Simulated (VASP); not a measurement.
# GaSi16 (a cell with a defect) in VASP: further runs

Runs on GaSi16 (a cell with a defect). Level: LDA. Tasks: single point.

Program: VASP 6.6.1. These are calculated values, not measurements. Logs are shortened: lines on timing, memory, paths and dates and some standing lists are left out, and cuts for length are marked.

## Step 1: The cell of the first run

The cell holds a defect, 17 atoms: a = 7.679 Å, b = 7.679 Å, c = 7.679 Å, α = 60.00°, β = 60.00°, γ = 60.00°.

## Step 2: Single point, LDA, collinear spin, zero start

INCAR

```
SYSTEM = GaSi16
PREC = Accurate ; ENCUT = 520
EDIFF = 1E-7 ; ISMEAR = -1
SIGMA = 0.05 ; LREAL = Auto
LASPH = .True. ; NELM = 150
ALGO = Normal ; ISIF = 2
LWAVE = .False. ; LCHARG = .False.
ISPIN = 2 ; MAGMOM = 0 0 0 0 0 0 0 0 0 0 0 0 0 0 0 0 0
LORBIT = 11 ; NBANDS = 56
```

KPOINTS

```
Automatic mesh
0
Gamma
  2 2 2
  0 0 0
```

POSCAR

```
GaSi16
1.0
    0.0000000000      5.4300000000      5.4300000000
    5.4300000000      0.0000000000      5.4300000000
    5.4300000000      5.4300000000      0.0000000000
Si Ga
16 1
Direct
    0.0185187845      0.0180009208     -0.0554758748
    0.1132900552      0.1140861878      0.1146707182
   -0.0021220074     -0.0019081952      0.4915645488
    0.1429950276      0.1428738490      0.5713000000
   -0.0221838858      0.5081017495      0.0077253223
    0.1148563536      0.6566554328      0.1150311234
   -0.0018891344      0.5123841621      0.4919845304
    0.1135644567      0.6258596685      0.6354526703
    0.5079958564     -0.0223166667      0.0077080110
    0.6572524862      0.1149598527      0.1149723757
    0.5125597606     -0.0018654696      0.4919501842
    0.6257577348      0.1136157459      0.6355573665
    0.5068569982      0.5072453959      0.0077733886
    0.6091337017      0.6090497238      0.1725620626
    0.4848057090      0.4848149171      0.5455712707
    0.6255594843      0.6256123389      0.6353108656
    0.2855083794      0.2844947514      1.1427124309
```

Potentials or basis: VASP PAW LDA potentials, release 64 (Si, Ga_d).

Run with:

```bash
> cat potpaw_LDA.64/Si/POTCAR potpaw_LDA.64/Ga_d/POTCAR > POTCAR
> mpirun -np 1 vasp_std > vasp.out
```

OUTCAR:

```text
SYSTEM = GaSi16
   PREC = Accurate
   ENCUT = 520
   EDIFF = 1E-7
   ISMEAR = -1
   LREAL = Auto
   LASPH = .True.
   NELM = 150
   ISIF = 2
   ISPIN = 2
   LORBIT = 11

 ion  position               nearest neighbor table
   1  0.019  0.018  0.945-   2 2.29  10 2.29   6 2.29   4 2.34
   2  0.113  0.114  0.115-   1 2.29   3 2.37  17 2.41   5 2.48   9 2.48
   3  0.998  0.998  0.492-   4 2.34  12 2.34   8 2.34   2 2.37
   4  0.143  0.143  0.571-   7 2.34  11 2.34   3 2.34   1 2.34  17 2.69
   5  0.978  0.508  0.008-  14 2.33   8 2.34   6 2.47   2 2.48  17 2.49
   6  0.115  0.657  0.115-   1 2.29   7 2.37  17 2.42  13 2.46   5 2.47
   7  0.998  0.512  0.492-   4 2.34   8 2.34  16 2.34   6 2.37
   8  0.114  0.626  0.635-   5 2.34   3 2.34   7 2.34  15 2.34
   9  0.508  0.978  0.008-  14 2.33  12 2.33  10 2.47   2 2.48  17 2.49
  10  0.657  0.115  0.115-   1 2.29  11 2.37  17 2.42  13 2.47   9 2.47
  11  0.513  0.998  0.492-   4 2.34  12 2.34  16 2.34  10 2.37
  12  0.626  0.114  0.636-   9 2.33   3 2.34  11 2.34  15 2.34
  13  0.507  0.507  0.008-  14 2.33  16 2.34   6 2.46  10 2.47  17 2.50
  14  0.609  0.609  0.173-   9 2.33   5 2.33  13 2.33  15 2.34
  15  0.485  0.485  0.546-  12 2.34   8 2.34  14 2.34  16 2.34
  16  0.626  0.626  0.635-  13 2.34  15 2.34  11 2.34   7 2.34
  17  0.286  0.284  0.143-   2 2.41  10 2.42   6 2.42   9 2.49   5 2.49  13 2.50   4 2.69

  LATTYP: Found a face centered cubic cell.
 ALAT       =    10.8600000000

  Lattice vectors:

 A1 = (   0.0000000000,   5.4300000000,   5.4300000000)
 A2 = (   5.4300000000,   0.0000000000,   5.4300000000)
 A3 = (   5.4300000000,   5.4300000000,   0.0000000000)

Analysis of symmetry for initial positions (statically):
=====================================================================
 Subroutine PRICEL returns:
 Original cell was already a primitive cell.

 Routine SETGRP: Setting up the symmetry group for a
 face centered cubic supercell.

 Subroutine GETGRP returns: Found  1 space group operations
 (whereof  1 operations were pure point group operations)
 out of a pool of 48 trial point group operations.

The static configuration has the point symmetry C_1 .

Analysis of symmetry for dynamics (positions and initial velocities):
=====================================================================
 Subroutine PRICEL returns:
 Original cell was already a primitive cell.

 Routine SETGRP: Setting up the symmetry group for a
 face centered cubic supercell.

 Subroutine GETGRP returns: Found  1 space group operations
 (whereof  1 operations were pure point group operations)
 out of a pool of 48 trial point group operations.

The dynamic configuration has the point symmetry C_1 .

Analysis of structural, dynamic, and magnetic symmetry:
[... 170 lines left out ...]
  free energy    TOTEN  =       -95.10909204 eV

  energy without entropy =      -95.06502026  energy(sigma->0) =      -95.08705615

 E-fermi :   6.7513     XC(G=0):  -9.9299

 val. band max:        6.6140579148   @ k =   0.0000   0.0000   0.0000
 cond. band min:       6.7952983221   @ k =   0.0000   0.0000   0.5000
 fundamental gap:      0.1812404073
 Fermi energy:         6.7512832918

 spin component 1

 k-point     1 :       0.0000    0.0000    0.0000
  band No.  band energies     occupation
      1      -8.9186      1.00000
      2      -8.9181      1.00000
      3      -8.8646      1.00000
      4      -8.8092      1.00000
      5      -8.8092      1.00000
      6      -6.1567      1.00000
[... 413 lines left out ...]
     49      10.2279      0.00000
     50      10.3016      0.00000
 Fermi energy:         6.7512832918

 spin component 2

 k-point     1 :       0.0000    0.0000    0.0000
  band No.  band energies     occupation
      1      -8.9186      1.00000
      2      -8.9181      1.00000
      3      -8.8646      1.00000
      4      -8.8092      1.00000
      5      -8.8092      1.00000
      6      -6.1567      1.00000
[... 413 lines left out ...]
     49      10.2279      0.00000
     50      10.3016      0.00000
 [bands above 50 left out]

------------------------ aborting loop because EDIFF is reached ----------------------------------------

  FORCE on cell =-STRESS in cart. coord.  units (eV):
  Direction    XX          YY          ZZ          XY          YZ          ZX
  --------------------------------------------------------------------------------------
  -------------------------------------------------------------------------------------
  Total        3.8348973      3.8155222      3.8056521     -1.4237910      1.4683577      1.4636234
  in kB       19.1882264     19.0912818     19.0418957     -7.1240563      7.3470496      7.3233611
  external PRESSURE =      19.1071346 kB  Pullay stress =       0.0000000 kB

 VOLUME and BASIS-vectors are now :
 -----------------------------------------------------------------------------
  energy-cutoff  :      520.00
  volume of cell :      320.21
      direct lattice vectors                 reciprocal lattice vectors
     0.000000000  5.430000000  5.430000000    -0.092081031  0.092081031  0.092081031
     5.430000000  0.000000000  5.430000000     0.092081031 -0.092081031  0.092081031
     5.430000000  5.430000000  0.000000000     0.092081031  0.092081031 -0.092081031

 POSITION                                       TOTAL-FORCE (eV/Angst)
 -----------------------------------------------------------------------------------
      5.22651      5.22932      0.19830        -0.027854     -0.028781      0.020163
      1.24215      1.23783      1.23465        -0.051482     -0.038466      0.010172
      8.08883      8.08767     10.83812        -0.009963     -0.005007      0.005628
      3.87796      3.87862      1.55227        -0.002697     -0.000623      0.001808
      2.80094      5.35149      8.06853        -0.070051      0.021059      0.044891
      4.19026      1.24829      4.18931         0.009204     -0.055800      0.037930
[... 9 lines left out ...]
      6.84681      6.84653      6.79386        -0.029583     -0.028933      0.011761
      2.31973      2.32524      3.09512         0.505925      0.490619     -0.452533
 -----------------------------------------------------------------------------------
    total drift:                                0.005581      0.005598     -0.007640

  FREE ENERGIE OF THE ION-ELECTRON SYSTEM (eV)
  ---------------------------------------------------
  free  energy   TOTEN  =       -95.1090920410 eV

  energy  without entropy=      -95.0650202618  energy(sigma->0) =      -95.08705615

 total charge

# of ion       s       p       d       tot
------------------------------------------
    1        0.769   0.972   0.000   1.741
    2        0.771   0.920   0.000   1.691
    3        0.754   0.947   0.000   1.701
    4        0.751   0.956   0.000   1.707
    5        0.761   0.922   0.000   1.683
    6        0.769   0.922   0.000   1.691
[... 9 lines left out ...]
   16        0.749   0.960   0.000   1.710
   17        1.060   0.818  10.046  11.924
--------------------------------------------------
tot         13.190  15.914  10.046  39.149

 magnetization (x)

# of ion       s       p       d       tot
------------------------------------------
    1       -0.000  -0.000   0.000  -0.000
    2        0.000   0.000   0.000   0.000
    3       -0.000   0.000   0.000   0.000
    4        0.000   0.000   0.000   0.000
    5       -0.000  -0.000   0.000  -0.000
    6        0.000   0.000   0.000   0.000
[... 9 lines left out ...]
   16        0.000  -0.000   0.000  -0.000
   17        0.000  -0.000  -0.000   0.000
--------------------------------------------------
tot          0.000  -0.000  -0.000   0.000
```

OSZICAR:

```text
N       E                     dE             d eps       ncg     rms          rms(c)
DAV:   1     0.330064683101E+03    0.33006E+03   -0.29354E+04  1792   0.126E+03
DAV:   2    -0.481623033114E+02   -0.37823E+03   -0.34892E+03  2040   0.247E+02
DAV:   3    -0.949082113378E+02   -0.46746E+02   -0.44085E+02  2144   0.898E+01
DAV:   4    -0.972262595469E+02   -0.23180E+01   -0.22754E+01  2288   0.190E+01
DAV:   5    -0.973151213130E+02   -0.88862E-01   -0.88308E-01  2408   0.362E+00    0.146E+01
DAV:   6    -0.957614503207E+02    0.15537E+01   -0.96699E-01  2336   0.537E+00    0.866E+00
DAV:   7    -0.951090526591E+02    0.65240E+00   -0.16031E+00  2080   0.378E+00    0.754E-01
DAV:   8    -0.951092805418E+02   -0.22788E-03   -0.13763E-01  2296   0.186E+00    0.474E-01
DAV:   9    -0.951091738322E+02    0.10671E-03   -0.82380E-03  2752   0.382E-01    0.238E-01
DAV:  10    -0.951090588783E+02    0.11495E-03   -0.77821E-04  2216   0.119E-01    0.127E-01
DAV:  11    -0.951090939573E+02   -0.35079E-04   -0.11094E-04  2624   0.442E-02    0.569E-02
DAV:  12    -0.951090910702E+02    0.28871E-05   -0.29247E-05  2568   0.334E-02    0.168E-02
DAV:  13    -0.951090919271E+02   -0.85682E-06   -0.29707E-06  2208   0.708E-03    0.476E-03
DAV:  14    -0.951090920316E+02   -0.10451E-06   -0.46342E-07  2192   0.243E-03    0.217E-03
DAV:  15    -0.951090920410E+02   -0.94697E-08   -0.74416E-08  1312   0.108E-03
   1 F= -.95109092E+02 E0= -.95087056E+02  d E =-.440718E-01  mag=    -0.0000
```

It took 5.4 min on 1 thread of Intel Xeon 6975P-C (Granite Rapids), shared host; peak memory 0.49 GiB.

Results:

```
Free energy                                           : -95.1091 eV
Pressure                                              : 1.9 GPa
Largest force                                         : 0.838 eV/Å
Net moment                                            : 0.00 μB per cell
Valence electrons inside the program's atomic spheres : Si 1.74, 1.69, 1.70, 1.71, 1.68 (each value once); Ga 11.92
```

Forces on the atoms (eV/Å):
```
Si  -0.028 -0.029  0.020
Si  -0.051 -0.038  0.010
Si  -0.010 -0.005  0.006
Si  -0.003 -0.001  0.002
Si  -0.070  0.021  0.045
Si   0.009 -0.056  0.038
Si   0.000 -0.016  0.008
Si  -0.038 -0.009  0.029
Si   0.028 -0.066  0.046
Si  -0.060  0.003  0.031
Si  -0.017 -0.003  0.006
Si  -0.010 -0.041  0.031
Si  -0.061 -0.054 -0.005
Si  -0.074 -0.073  0.069
Si  -0.092 -0.096  0.106
Si  -0.030 -0.029  0.012
Ga   0.506  0.491 -0.453
```

Levels at points of the mesh, in eV from the Fermi level:
Spin up:
```
           k point  band 35  band 36  band 37  band 38  band 39  band 40  band 41  band 42
(0.00, 0.00, 0.00)    -1.55    -0.81    -0.59    -0.59    -0.54    -0.14    -0.14     0.06
(0.50, 0.00, 0.00)    -1.45    -1.42    -1.40    -0.71     0.16     0.25     0.71     0.77
(0.00, 0.50, 0.00)    -1.45    -1.42    -1.40    -0.71     0.15     0.26     0.71     0.77
(0.00, 0.00, 0.50)    -1.36    -1.29    -1.29    -1.14     0.04     0.43     0.44     1.06
(0.50, 0.50, 0.50)    -1.45    -1.42    -1.40    -0.72     0.17     0.25     0.72     0.76
(0.50, 0.50, 0.00)    -2.03    -1.89    -1.80    -0.47     0.13     0.83     1.30     1.40
(0.00, 0.50, 0.50)    -2.03    -1.89    -1.81    -0.48     0.13     0.84     1.30     1.39
(0.50, 0.00, 0.50)    -2.03    -1.89    -1.81    -0.48     0.13     0.83     1.30     1.39
```
Spin down:
| k point | band 34 | band 35 | band 36 | band 37 | band 38 | band 39 | band 40 | band 41 | band 42 | band 43 |
| --- | --- | --- | --- | --- | --- | --- | --- | --- | --- | --- |
| (0.00, 0.00, 0.00) | -1.73 | -1.55 | -0.81 | -0.59 | -0.59 | -0.54 | -0.14 | -0.14 | 0.06 | 0.06 |
| (0.50, 0.00, 0.00) | -1.56 | -1.45 | -1.42 | -1.40 | -0.71 | 0.16 | 0.25 | 0.71 | 0.77 | 0.86 |
| (0.00, 0.50, 0.00) | -1.57 | -1.45 | -1.42 | -1.40 | -0.71 | 0.15 | 0.26 | 0.71 | 0.77 | 0.86 |
| (0.00, 0.00, 0.50) | -1.36 | -1.36 | -1.29 | -1.29 | -1.14 | 0.04 | 0.43 | 0.44 | 1.06 | 1.06 |
| (0.50, 0.50, 0.50) | -1.56 | -1.45 | -1.42 | -1.40 | -0.72 | 0.17 | 0.25 | 0.72 | 0.76 | 0.86 |
| (0.50, 0.50, 0.00) | -2.12 | -2.03 | -1.89 | -1.80 | -0.47 | 0.13 | 0.83 | 1.30 | 1.40 | 1.60 |
| (0.00, 0.50, 0.50) | -2.12 | -2.03 | -1.89 | -1.81 | -0.48 | 0.13 | 0.84 | 1.30 | 1.39 | 1.60 |
| (0.50, 0.00, 0.50) | -2.12 | -2.03 | -1.89 | -1.81 | -0.48 | 0.13 | 0.83 | 1.30 | 1.39 | 1.60 |

Caveat: the k points lie up to 0.50 Å⁻¹ apart; no moment was typed at the start, so none could form.

## Step 3: Single point, LDA, collinear spin, zero start

INCAR

```
SYSTEM = GaSi16
PREC     = Accurate       ! precision mode
ENCUT    = 520            ! plane-wave cutoff, eV
EDIFF    = 1E-7           ! SCF threshold, eV
ISMEAR   = -1             ! smearing method
SIGMA    = 0.05           ! smearing width, eV
LREAL    = Auto         
LASPH    = .True.         ! aspherical terms in the spheres
NELM     = 150            ! most SCF steps
ALGO     = Normal         ! electronic algorithm
ISIF     = 2              ! what is computed and relaxed
LWAVE    = .False.        ! write WAVECAR
LCHARG   = .False.        ! write CHGCAR
ISPIN    = 2              ! spin polarisation
MAGMOM   = 0 0 0 0 0 0 0 0 0 0 0 0 0 0 0 0 0 ! initial moments
LORBIT   = 11             ! projections on sites
GGA      = CA             ! functional
NBANDS   = 56             ! bands
```

KPOINTS is that of step 2.

POSCAR

```
GaSi16
1.0
    0.0000000000      5.4300000000      5.4300000000
    5.4300000000      0.0000000000      5.4300000000
    5.4300000000      5.4300000000      0.0000000000
Si Ga
16 1
Direct
    0.0111737569      0.0104139042     -0.0341352670
    0.1160121547      0.1165088398      0.1165344383
   -0.0026958564     -0.0024056169      0.4962006446
    0.1331721915      0.1331727440      0.6006651934
   -0.0114714549      0.5040246777      0.0035666667
    0.1174395028      0.6486956722      0.1173258748
   -0.0024197974      0.5087485267      0.4968081952
    0.1208588398      0.6247212707      0.6305811234
    0.5039803867     -0.0113632597      0.0034953039
    0.6494801105      0.1174117864      0.1170627993
    0.5088694291     -0.0022609576      0.4966419890
    0.6244730203      0.1211739411      0.6305538674
    0.5040160221      0.5040475138      0.0036047882
    0.6162268877      0.6163476980      0.1514683241
    0.4923559853      0.4926325967      0.5231434622
    0.6244813996      0.6246780847      0.6305171271
    0.2649462247      0.2638313076      1.2041629834
```

Potentials or basis: VASP PAW LDA potentials, release 64 (Si, Ga_d).

Run with:

```bash
> cat potpaw_LDA.64/Si/POTCAR potpaw_LDA.64/Ga_d/POTCAR > POTCAR
> mpirun -np 1 vasp_std > vasp.out
```

OUTCAR:

```text
SYSTEM = GaSi16
   PREC = Accurate
   ENCUT = 520
   EDIFF = 1E-7
   ISMEAR = -1
   LREAL = Auto
   LASPH = .True.
   NELM = 150
   ISIF = 2
   ISPIN = 2
   LORBIT = 11
   GGA = CA

 ion  position               nearest neighbor table
   1  0.011  0.010  0.966-   2 2.28  10 2.28   6 2.28   4 2.29
   2  0.116  0.117  0.117-   1 2.28   3 2.38  17 2.42   5 2.43   9 2.44
   3  0.997  0.998  0.496-  12 2.34   8 2.34   4 2.36   2 2.38  17 2.91
   4  0.133  0.133  0.601-   1 2.29   7 2.36  11 2.36   3 2.36  17 2.49
   5  0.989  0.504  0.004-   8 2.34  14 2.34   6 2.43   2 2.43  17 2.61
   6  0.117  0.649  0.117-   1 2.28   7 2.38  13 2.43  17 2.43   5 2.43
   7  0.998  0.509  0.497-   8 2.34  16 2.34   4 2.36   6 2.38  17 2.92
   8  0.121  0.625  0.631-  15 2.33   3 2.34   5 2.34   7 2.34
[... 1109 lines left out ...]
      2.75622      5.38708      8.10456        -0.025951      0.009881      0.027712
      4.15950      1.27478      4.16011        -0.023257      0.003451     -0.017169
[... 9 lines left out ...]
      6.81571      6.81464      6.78294        -0.024503     -0.021948     -0.010658
      2.54121      2.54726      2.87126         0.136744      0.123516     -0.092602
 -----------------------------------------------------------------------------------
    total drift:                               -0.004149     -0.003370      0.005690

  FREE ENERGIE OF THE ION-ELECTRON SYSTEM (eV)
  ---------------------------------------------------
  free  energy   TOTEN  =       -95.3804298896 eV

  energy  without entropy=      -95.3431973302  energy(sigma->0) =      -95.36181361

 total charge

# of ion       s       p       d       tot
------------------------------------------
    1        0.767   0.994   0.000   1.761
    2        0.768   0.935   0.000   1.703
    3        0.754   0.941   0.000   1.695
    4        0.754   0.962   0.000   1.716
    5        0.755   0.928   0.000   1.684
    6        0.767   0.936   0.000   1.703
[... 9 lines left out ...]
   16        0.751   0.962   0.000   1.712
   17        1.090   0.755  10.055  11.900
--------------------------------------------------
tot         13.191  15.942  10.055  39.187

 magnetization (x)

# of ion       s       p       d       tot
------------------------------------------
    1        0.000   0.000   0.000   0.000
    2        0.000  -0.000   0.000   0.000
    3        0.000   0.000   0.000   0.000
    4        0.000   0.000   0.000   0.000
    5       -0.000  -0.000   0.000  -0.000
    6       -0.000  -0.000   0.000  -0.000
[... 9 lines left out ...]
   16        0.000   0.000   0.000   0.000
   17       -0.000   0.000   0.000   0.000
--------------------------------------------------
tot          0.000   0.000   0.000   0.000
```

OSZICAR:

```text
N       E                     dE             d eps       ncg     rms          rms(c)
DAV:   1     0.332297735041E+03    0.33230E+03   -0.29322E+04  1792   0.126E+03
DAV:   2    -0.486359284115E+02   -0.38093E+03   -0.35139E+03  2088   0.247E+02
DAV:   3    -0.952444054698E+02   -0.46608E+02   -0.44184E+02  2144   0.897E+01
DAV:   4    -0.975191961063E+02   -0.22748E+01   -0.22351E+01  2280   0.188E+01
DAV:   5    -0.976035252219E+02   -0.84329E-01   -0.83719E-01  2432   0.355E+00    0.147E+01
DAV:   6    -0.960409142264E+02    0.15626E+01   -0.96623E-01  2328   0.531E+00    0.873E+00
DAV:   7    -0.953806132378E+02    0.66030E+00   -0.15799E+00  2152   0.377E+00    0.743E-01
DAV:   8    -0.953804515001E+02    0.16174E-03   -0.13071E-01  2304   0.198E+00    0.422E-01
DAV:   9    -0.953804156499E+02    0.35850E-04   -0.74183E-03  2624   0.402E-01    0.213E-01
DAV:  10    -0.953803961792E+02    0.19471E-04   -0.64754E-04  2328   0.119E-01    0.122E-01
DAV:  11    -0.953804332413E+02   -0.37062E-04   -0.84614E-05  2640   0.469E-02    0.525E-02
DAV:  12    -0.953804297576E+02    0.34837E-05   -0.27461E-05  2648   0.359E-02    0.123E-02
DAV:  13    -0.953804298077E+02   -0.50057E-07   -0.29266E-06  2184   0.647E-03    0.469E-03
DAV:  14    -0.953804298896E+02   -0.81925E-07   -0.53372E-07  2248   0.277E-03
   1 F= -.95380430E+02 E0= -.95361814E+02  d E =-.372326E-01  mag=    -0.0000
```

Wall time 6.8 min (1 thread of Intel Xeon 6975P-C (Granite Rapids), shared host); peak memory 0.49 GiB.

Results:

| Property | Result |
| --- | --- |
| Free energy | -95.3804 eV |
| Pressure | 2.3 GPa |
| Largest force | 0.206 eV/Å |
| Net moment | 0.00 μB per cell |
| Valence electrons inside the program's atomic spheres | Si 1.76, 1.70, 1.72, 1.68, 1.71 (each value once); Ga 11.90 |

Forces in eV/Å, atoms in the order of the input:
```
Si   0.048  0.046 -0.047
Si   0.008  0.017  0.034
Si   0.005  0.009  0.009
Si   0.047  0.049 -0.051
Si  -0.026  0.010  0.028
Si  -0.023  0.003 -0.017
Si  -0.007 -0.005 -0.003
Si  -0.034  0.013  0.021
Si   0.010 -0.025  0.026
Si  -0.001 -0.026 -0.022
Si  -0.005 -0.009 -0.007
Si   0.012 -0.034  0.023
Si  -0.029 -0.029 -0.009
Si  -0.060 -0.059  0.054
Si  -0.057 -0.060  0.065
Si  -0.025 -0.022 -0.011
Ga   0.137  0.124 -0.093
```

Stress tensor (GPa, compression positive):
```
 2.28 -0.21  0.21
-0.21  2.28  0.21
 0.21  0.21  2.28
```

Caveat: the k points lie up to 0.50 Å⁻¹ apart; no moment was typed at the start, so none could form.
